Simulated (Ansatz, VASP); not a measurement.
One calculation of NaH, two programs

```xyz
2
Lattice="0.0000 2.4034 2.3668 2.4034 0.0000 2.3668 2.4034 2.4034 0.0000" Properties=species:S:1:pos:R:3 pbc="T T T"
Na    0.0000    0.0000    0.0000
H     2.4034    2.4034    2.3668
```

Change from the starting cell: strain -0.015 along x and y, -0.030 along z, atoms carried along.

Alike in both runs: task single point; functional LDA; k mesh 8 × 8 × 8; occupations gaussian, width 0.05 eV; no spin polarisation.

|  | VASP | Ansatz |
| --- | --- | --- |
| version | VASP 6.6.1 | Ansatz 0.2.0 |
| potentials or method | VASP PAW LDA potentials, release 64 (Na_pv, H), cutoff 520 eV | scalar-relativistic, plane waves, PAW |
| valence electrons in the cell | 8 | 10 |

```tsv
	VASP	Ansatz	Ansatz less VASP
gap on the k mesh at the Fermi level (eV)	3.45	3.45	+0.002
least direct gap on the mesh (eV)	4.39	4.39	+0.004
pressure (GPa)	-1.5	-1.4	+0.04
traceless stress, the component that is largest in VASP (GPa)	0.34	0.33	-0.004
```

LDA's correlation is that of Perdew and Zunger in VASP and of Perdew and Wang (1992) in Ansatz. VASP's potentials hold 8 valence electrons a cell and Ansatz's 10, so a difference there can come from the potentials and not from the codes.
